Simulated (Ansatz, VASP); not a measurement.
## Al8H: VASP beside Ansatz

File INCAR:

```
SYSTEM = Al8H
PREC = Accurate
ENCUT = 520
EDIFF = 1E-6
ISMEAR = 0
SIGMA = 0.1
LREAL = Auto
LASPH = .True.
NELM = 80
ALGO = Normal
ISIF = 2
LWAVE = .False.
LCHARG = .False.
LDIPOL = .True.
IDIPOL = 3
DIPOL = 0.5 0.5 0.305
GGA = PE
NBANDS = 40
```

KPOINTS

```
regular mesh
0
Gamma
  5 4 1
  0 0 0
```

The input POSCAR:

```
Al8H
1.0
    5.7135165837      0.0000000000      0.0000000000
    0.0000000000      8.0801326415      0.0000000000
    0.0000000000      0.0000000000     22.2432786975
Al H
16 2
Direct
    0.2500000000      0.2500000000      0.1798296040
    0.2500000000      0.7500000000      0.1798296040
    0.7500000000      0.2500000000      0.1798296040
    0.7500000000      0.7500000000      0.1798296040
    0.0000000000      0.0000000000      0.2440458181
    0.0000000000      0.5000000000      0.2440458181
    0.5000000000      0.0000000000      0.2440458181
    0.5000000000      0.5000000000      0.2440458181
    0.2500000000      0.2500000000      0.3102598702
    0.2500000000      0.7500000000      0.3102598702
    0.7500000000      0.2500000000      0.3102598702
    0.7500000000      0.7500000000      0.3102598702
    0.0000000000      0.0000000000      0.3705963860
    0.0000000000      0.5000000000      0.3705963860
    0.5000000000      0.0000000000      0.3705963860
    0.5000000000      0.5000000000      0.3705963860
    0.7500000000     -0.0568678783      0.5324430296
    0.7500000000      0.0568678783      0.5324430296
```

Input for Ansatz:

```yaml
crystal:
  lattice:
    - [5.7135165837, 0.0, 0.0]
    - [0.0, 8.0801326415, 0.0]
    - [0.0, 0.0, 22.2432786975]
  atoms:
    - { symbol: Al, position: [0.25, 0.25, 0.179829604] }
    - { symbol: Al, position: [0.25, 0.75, 0.179829604] }
    - { symbol: Al, position: [0.75, 0.25, 0.179829604] }
    - { symbol: Al, position: [0.75, 0.75, 0.179829604] }
    - { symbol: Al, position: [0.0, 0.0, 0.2440458181] }
    - { symbol: Al, position: [0.0, 0.5, 0.2440458181] }
    - { symbol: Al, position: [0.5, 0.0, 0.2440458181] }
    - { symbol: Al, position: [0.5, 0.5, 0.2440458181] }
    - { symbol: Al, position: [0.25, 0.25, 0.3102598702] }
    - { symbol: Al, position: [0.25, 0.75, 0.3102598702] }
    - { symbol: Al, position: [0.75, 0.25, 0.3102598702] }
    - { symbol: Al, position: [0.75, 0.75, 0.3102598702] }
    - { symbol: Al, position: [0.0, 0.0, 0.370596386] }
    - { symbol: Al, position: [0.0, 0.5, 0.370596386] }
    - { symbol: Al, position: [0.5, 0.0, 0.370596386] }
    - { symbol: Al, position: [0.5, 0.5, 0.370596386] }
    - { symbol: H, position: [0.75, -0.0568678783, 0.5324430296] }
    - { symbol: H, position: [0.75, 0.0568678783, 0.5324430296] }
basis:
  ecutwfc: 420
kpoints:
  mp_grid: { grid: [5, 4, 1] }
hamiltonian:
  xc: pbe
  pseudopotentials: { kind: paw, azcp: { folder: soft_1 } }
scf:
  occupations: { method: gaussian, width: 0.1 }
output:
  forces: true
  eigenvalues: true
efield:
  axis: 3
  dipole_correction: true
  ramp_width: 0.04
```

Alike in both runs: task single point; functional PBE; k mesh 5 × 4 × 1; occupations gaussian, width 0.1 eV; no spin polarisation.

|  | VASP | Ansatz |
| --- | --- | --- |
| version | VASP 6.6.1 | Ansatz 0.2.0 |
| potentials or method | VASP PAW PBE potentials, release 64 (Al, H), cutoff 520 eV | scalar-relativistic, plane waves, PAW |
| valence electrons in the cell | 50 | 50 |

|  | VASP | Ansatz | Ansatz less VASP |
| --- | --- | --- | --- |
| gap on the k mesh at the Fermi level (eV) | none | none | - |
| rms of the force components (eV/Å) | 0.685 | 0.685 | 0.0000 |

Atom by atom the forces differ by 0.001 eV/Å (rms over components). A gap of «none» marks a metal or a gap that the smearing closes.
